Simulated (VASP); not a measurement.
# ZrC (P6_3/mmc) in VASP: relaxation of cell and atoms with PBE

Aim: the relaxation of cell and atoms of ZrC with PBE.

Everything below comes from runs of VASP 6.6.1. Logs are shortened: lines on timing, memory, paths and dates and some standing lists are left out, and cuts for length are marked.

### Step 1. The cell of the first run

Symmetry: P6_3/mmc, No. 194, hexagonal system. Conventional cell: a = 3.313 Å, b = 3.313 Å, c = 11.373 Å, α = 90.00°, β = 90.00°, γ = 120.00°. Within 3.1 Å of Zr (site symmetry 3m) lie 6 C at 2.34 to 2.43 Å and 1 Zr at 2.98 Å. C (site symmetry -3m) has 6 Zr at 2.34 Å within 3.1 Å. Within 3.5 Å of C (site symmetry -6m2) lie 6 Zr at 2.43 Å and 12 C at 3.31 to 3.43 Å.

The cell was generated, and may not be a known phase.

### Step 2. Relaxation of cell and atoms, PBE

Input file INCAR:

```
SYSTEM = ZrC
PREC     = Accurate       ! precision mode
ENCUT    = 600            ! plane-wave cutoff, eV
EDIFF    = 1E-6           ! SCF threshold, eV
ISMEAR   = 0              ! smearing method
SIGMA    = 0.1            ! smearing width, eV
LREAL    = .False.        ! projectors in reciprocal space
LASPH    = .True.         ! aspherical terms in the spheres
NELM     = 80             ! most SCF steps
ALGO     = Normal         ! electronic algorithm
ISIF     = 3              ! what is computed and relaxed
LWAVE    = .False.        ! write WAVECAR
LCHARG   = .False.        ! write CHGCAR
GGA      = PE             ! functional
IBRION   = 2              ! ionic algorithm
NSW      = 100            ! ionic steps
EDIFFG   = -0.01          ! ionic threshold
```

Input file KPOINTS:

```
Automatic mesh
0
Gamma
  12 12 4
  0 0 0
```

Input file POSCAR:

```
ZrC
1.0
    3.3127747240      0.0000000000      0.0000000000
   -1.6563873620      2.8689470680      0.0000000000
    0.0000000000      0.0000000000     11.3734166777
Zr C
4 4
Direct
    0.6666666667      0.3333333333      0.8811050424
    0.3333333333      0.6666666667      0.1188949576
    0.3333333333      0.6666666667      0.3811050424
    0.6666666667      0.3333333333      0.6188949576
    0.0000000000      0.0000000000      0.0000000000
    0.0000000000      0.0000000000      0.5000000000
    0.6666666667      0.3333333333      0.2500000000
    0.3333333333      0.6666666667      0.7500000000
```

Potentials or basis: VASP PAW PBE potentials, release 64 (Zr_sv, C).

The run is started by

```bash
cat potpaw_PBE.64/Zr_sv/POTCAR potpaw_PBE.64/C/POTCAR > POTCAR
mpirun -np 1 vasp_std > vasp.out
```

OUTCAR:

```text
SYSTEM = ZrC
   PREC = Accurate
   ENCUT = 600
   EDIFF = 1E-6
   ISMEAR = 0
   LREAL = .False.
   LASPH = .True.
   NELM = 80
   ISIF = 3
   GGA = PE
   IBRION = 2
   NSW = 100
   EDIFFG = -0.01

 ion  position               nearest neighbor table
   1  0.667  0.333  0.881-   5 2.34   5 2.34   5 2.34   8 2.43   8 2.43   8 2.43   4 2.98   2 3.31
                             2 3.31   2 3.31
   2  0.333  0.667  0.119-   5 2.34   5 2.34   5 2.34   7 2.43   7 2.43   7 2.43   3 2.98   1 3.31
                             1 3.31   1 3.31
   3  0.333  0.667  0.381-   6 2.34   6 2.34   6 2.34   7 2.43   7 2.43   7 2.43   2 2.98   4 3.31
                             4 3.31   4 3.31
   4  0.667  0.333  0.619-   6 2.34   6 2.34   6 2.34   8 2.43   8 2.43   8 2.43   1 2.98   3 3.31
                             3 3.31   3 3.31
   5  0.000  0.000  0.000-   1 2.34   2 2.34   1 2.34   2 2.34   1 2.34   2 2.34
   6  0.000  0.000  0.500-   3 2.34   4 2.34   4 2.34   3 2.34   4 2.34   3 2.34
   7  0.667  0.333  0.250-   2 2.43   3 2.43   2 2.43   3 2.43   2 2.43   3 2.43
   8  0.333  0.667  0.750-   1 2.43   4 2.43   1 2.43   4 2.43   1 2.43   4 2.43

  LATTYP: Found a hexagonal cell.
 ALAT       =     3.3127747240
 C/A-ratio  =     3.4331995458

  Lattice vectors:

 A1 = (   3.3127747240,   0.0000000000,   0.0000000000)
 A2 = (  -1.6563873620,   2.8689470680,   0.0000000000)
 A3 = (   0.0000000000,   0.0000000000,  11.3734166777)

Analysis of symmetry for initial positions (statically):
=====================================================================
 Subroutine PRICEL returns:
 Original cell was already a primitive cell.

 Routine SETGRP: Setting up the symmetry group for a
 hexagonal supercell.

 Subroutine GETGRP returns: Found 24 space group operations
 (whereof 12 operations were pure point group operations)
 out of a pool of 24 trial point group operations.

The static configuration has the point symmetry D_3d.
 The point group associated with its full space group is D_6h.

Analysis of symmetry for dynamics (positions and initial velocities):
=====================================================================
 Subroutine PRICEL returns:
 Original cell was already a primitive cell.

 Routine SETGRP: Setting up the symmetry group for a
 hexagonal supercell.

 Subroutine GETGRP returns: Found 24 space group operations
 (whereof 12 operations were pure point group operations)
 out of a pool of 24 trial point group operations.

The dynamic configuration has the point symmetry D_3d.
 The point group associated with its full space group is D_6h.

 Subroutine INISYM returns: Found 24 space group operations
 (whereof 12 operations are pure point group operations),
 and found     1 'primitive' translations

----------------------------------------------------------------------------------------

                                     Primitive cell

  volume of cell :     108.0949

  direct lattice vectors                    reciprocal lattice vectors
     3.312774724  0.000000000  0.000000000     0.301861757  0.174279967  0.000000000
    -1.656387362  2.868947068  0.000000000     0.000000000  0.348559934  0.000000000
     0.000000000  0.000000000 11.373416678     0.000000000  0.000000000  0.087924326

  length of vectors
     3.312774724  3.312774724 11.373416678     0.348559934  0.348559934  0.087924326

  position of ions in fractional coordinates (direct lattice)
     0.666666667  0.333333333  0.881105042
     0.333333333  0.666666667  0.118894958
     0.333333333  0.666666667  0.381105042
     0.666666667  0.333333333  0.618894958
     0.000000000  0.000000000  0.000000000
     0.000000000  0.000000000  0.500000000
     0.666666667  0.333333333  0.250000000
     0.333333333  0.666666667  0.750000000

  ion indices of the primitive-cell ions
   primitive index   ion index
                 1           1
                 2           2
                 3           3
                 4           4
                 5           5
                 6           6
                 7           7
                 8           8

----------------------------------------------------------------------------------------

 KPOINTS: Automatic mesh

Automatic generation of k-mesh.
 Grid dimensions read from file:
 generate k-points for:   12   12    4

 Generating k-lattice:

  Cartesian coordinates                     Fractional coordinates (reciprocal lattice)
     0.025155146  0.014523331  0.000000000     0.083333333  0.000000000  0.000000000
     0.000000000  0.029046661  0.000000000     0.000000000  0.083333333  0.000000000
     0.000000000  0.000000000  0.021981082     0.000000000  0.000000000  0.250000000

  Length of vectors
     0.029046661  0.029046661  0.021981082

  Shift w.r.t. Gamma in fractional coordinates (k-lattice)
     0.000000000  0.000000000  0.000000000

 Subroutine IBZKPT returns following result:
 ===========================================

 Found     57 irreducible k-points:

 Following reciprocal coordinates:
            Coordinates               Weight
  0.000000  0.000000  0.000000      1.000000
  0.083333  0.000000  0.000000      6.000000
  0.166667  0.000000  0.000000      6.000000
  0.250000  0.000000  0.000000      6.000000
  0.333333  0.000000  0.000000      6.000000
  0.416667  0.000000  0.000000      6.000000
[... 16 lines left out ...]
  0.250000  0.000000  0.250000     12.000000
  0.333333  0.000000  0.250000     12.000000
 [... further k-points ...]
   k-points           NKPTS =     57   k-points in BZ     NKDIM =     57   number of bands    NBANDS=     38
   number of dos      NEDOS =    301   number of ions     NIONS =      8
   total plane-waves  NPLWV =  75264
   dimension x,y,z NGX =    28 NGY =   28 NGZ =   96
   dimension x,y,z NGXF=    56 NGYF=   56 NGZF=  192
   ions per type =               4   4
   NGX,Y,Z   is equivalent  to a cutoff of  14.05, 14.05, 14.03 a.u.
   NGXF,Y,Z  is equivalent  to a cutoff of  28.10, 28.10, 28.06 a.u.
 SYSTEM =  ZrC
   PREC   = accura    normal or accurate (medium, high low for compatibility)
   ISTART =      0    job   : 0-new  1-cont  2-samecut
   ICHARG =      2    charge: 1-file 2-atom 10-const
   ISPIN  =      1    spin polarized calculation?
   LNONCOLLINEAR =      F non collinear calculations
   LSORBIT =      F    spin-orbit coupling
   LASPH  =      T    aspherical Exc in radial PAW
   ENCUT  =  600.0 eV  44.10 Ry    6.64 a.u.   6.62  6.62 22.72*2*pi/ulx,y,z
   NELM   =     80;   NELMIN=  2; NELMDL= -5     # of ELM steps
   EDIFF  = 0.1E-05   stopping-criterion for ELM
   LREAL  =      F    real-space projection
   EDIFFG = -.1E-01   stopping-criterion for IOM
   NSW    =    100    number of steps for IOM
   IBRION =      2    ionic relax: 0-MD 1-quasi-New 2-CG
   NFREE  =      1    steps in history (QN), initial steepest desc. (CG)
   ISIF   =      3    stress and relaxation
   ISYM   =      2    0-nonsym 1-usesym 2-fastsym
   POTIM  = 0.5000    time-step for ionic-motion
   TEBEG  =    0.0;   TEEND  =   0.0 temperature during run
   PSTRESS=    0.0 pullay stress
   NELECT =      64.0000    total number of electrons
   NUPDOWN=      -1.0000    fix difference up-down
   EMIN   =  10.00;   EMAX   =-10.00  energy-range for DOS
   EFERMI =   0.00;   METHOD = LEGACY
   ISMEAR =     0;   SIGMA  =   0.10  broadening in eV -4-tet -1-fermi 0-gaus
   EFERMI_NEDOS =   21; number of points for ismear=-14 and -15
   IALGO  =     38    algorithm
   IMIX   =      4    mixing-type and parameters
     AMIX     =   0.40;   BMIX     =  1.00
     AMIX_MAG =   1.60;   BMIX_MAG =  1.00
  volume/ion in A,a.u.               =      13.51        91.18
  Fermi-wavevector in a.u.,A,eV,Ry     =   1.374674  2.597757 25.711315  1.889728
  Thomas-Fermi vector in A             =   2.500079
   LORBIT       =      0    0 simple, 1 ext, 2 COOP (PROOUT), +10 PAW based schemes
   GGA     = PE    functional components
   LHFCALC =     F    Hartree Fock is set to
   AEXX    =    0.0000 exact exchange contribution
   IVDW    =     0    specifies the selected vdW correction
   LEPSILON=     F    determine dielectric tensor
   LRPA    =     F    only Hartree local field effects (RPA)
 conjugate gradient relaxation of ions
 non-spin polarized calculation
 Gauss-broadening in eV      SIGMA  =   0.10
  energy-cutoff  :      600.00
  volume of cell :      108.09
 maximum number of plane-waves:      3658
 NGX is ok and might be reduce to    28
   NGX = 13   NGY = 13   NGZ = 45

--------------------------------------- Ionic step        1  -------------------------------------------

 number of electron      63.9999999 magnetization

 Free energy of the ion-electron system (eV)
  ---------------------------------------------------
  ext. energy  EPLUGINS =         0.00000000
  ---------------------------------------------------
  free energy    TOTEN  =       -75.52187290 eV

  energy without entropy =      -75.51460487  energy(sigma->0) =      -75.51823888

------------------------ aborting loop because EDIFF is reached ----------------------------------------

  FORCE on cell =-STRESS in cart. coord.  units (eV):
  Direction    XX          YY          ZZ          XY          YZ          ZX
  --------------------------------------------------------------------------------------
  -------------------------------------------------------------------------------------
  Total       -0.1099691     -0.1099691     -0.4384090      0.0000000     -0.0000000     -0.0000000
  in kB       -1.6299566     -1.6299566     -6.4980739      0.0000000     -0.0000000     -0.0000000
  external PRESSURE =      -3.2526624 kB  Pullay stress =       0.0000000 kB
[... 153 lines left out ...]
  energy  without entropy=      -75.5169940333  energy(sigma->0) =      -75.52060672

--------------------------------------- Ionic step        5  -------------------------------------------

 number of electron      63.9999999 magnetization

 Free energy of the ion-electron system (eV)
  ---------------------------------------------------
  ext. energy  EPLUGINS =         0.00000000
  ---------------------------------------------------
  free energy    TOTEN  =       -75.52427142 eV

  energy without entropy =      -75.51705150  energy(sigma->0) =      -75.52066146

 E-fermi :   9.0365     XC(G=0): -11.9144

 val. band max:        9.0321491568   @ k =   0.2500   0.0000   0.0000
 cond. band min:       9.0408549062   @ k =   0.0000   0.0000   0.5000
 fundamental gap:      0.0087057493
 Fermi energy:         9.0364866289

 k-point     1 :       0.0000    0.0000    0.0000
  band No.  band energies     occupation
      1     -39.1123      2.00000
      2     -39.0610      2.00000
      3     -39.0538      2.00000
      4     -39.0016      2.00000
      5     -17.6817      2.00000
      6     -17.2638      2.00000
[... 973 lines left out ...]
     37      12.6573      0.00000
     38      12.8486      0.00000

 [... further k-points ...]
[... 5 lines left out ...]
  --------------------------------------------------------------------------------------
  -------------------------------------------------------------------------------------
  Total       -0.0311762     -0.0311762      0.0156290      0.0000000      0.0000000      0.0000000
  in kB       -0.4628145     -0.4628145      0.2320147      0.0000000      0.0000000      0.0000000
  external PRESSURE =      -0.2312048 kB  Pullay stress =       0.0000000 kB
[... 23 lines left out ...]
  FREE ENERGIE OF THE ION-ELECTRON SYSTEM (eV)
  ---------------------------------------------------
  free  energy   TOTEN  =       -75.5242714208 eV

  energy  without entropy=      -75.5170514953  energy(sigma->0) =      -75.52066146

 reached required accuracy - stopping structural energy minimisation
```

It took 28 min on 1 thread of Oxide Virtual Turin-like, shared host; peak memory 0.39 GiB.

Results:

```
Free energy                           : -75.5243 eV
Relaxed volume                        : 13.49 Å³/atom
Relaxed cell                          : a = 3.312 Å, b = 3.312 Å, c = 11.362 Å, α = 90.00°, β = 90.00°, γ = 120.00°
Space group after relaxing (to 0.1 Å) : P6_3/mmc (No. 194)
Energy gained by relaxing             : 0.3 meV/atom
Ionic steps                           : 5
Pressure after relaxing               : 0.0 GPa
Band gap on the k mesh                : zero (bands 32 and 33 overlap by 1.50 eV)
```

Step by step:
```csv
step,energy change (eV),largest force (eV/Å),pressure (GPa),volume (Å³)
1,0.0000,0.1928,-0.33,108.09
2,-0.0008,0.1357,0.48,107.67
3,-0.0023,0.0136,0.12,107.86
4,-0.0023,0.0138,-0.16,108.00
5,-0.0024,0.0003,-0.02,107.93
```

Final structure:
```
Zr C
1.0
     3.31189    0.00000    0.00000
    -1.65594    2.86818    0.00000
     0.00000    0.00000   11.36175
Zr C
4 4
Direct
  0.66667 0.33333 0.88062
  0.33333 0.66667 0.11938
  0.33333 0.66667 0.38062
  0.66667 0.33333 0.61938
  0.00000 0.00000 0.00000
  0.00000 0.00000 0.50000
  0.66667 0.33333 0.25000
  0.33333 0.66667 0.75000
```

Levels at points of the mesh, in eV from the Fermi level:
```csv
k point,band 30,band 31,band 32,band 33,band 34,band 35
"(0.00, 0.00, 0.00)",-0.09,0.85,1.27,1.27,1.58,1.58
"(0.50, 0.00, 0.00)",-1.08,-1.08,-0.60,0.39,0.40,1.78
"(0.00, 0.00, 0.50)",0.00,0.00,0.00,1.58,1.58,1.82
"(0.50, 0.00, 0.50)",-1.16,-0.25,-0.25,-0.18,-0.18,2.76
```
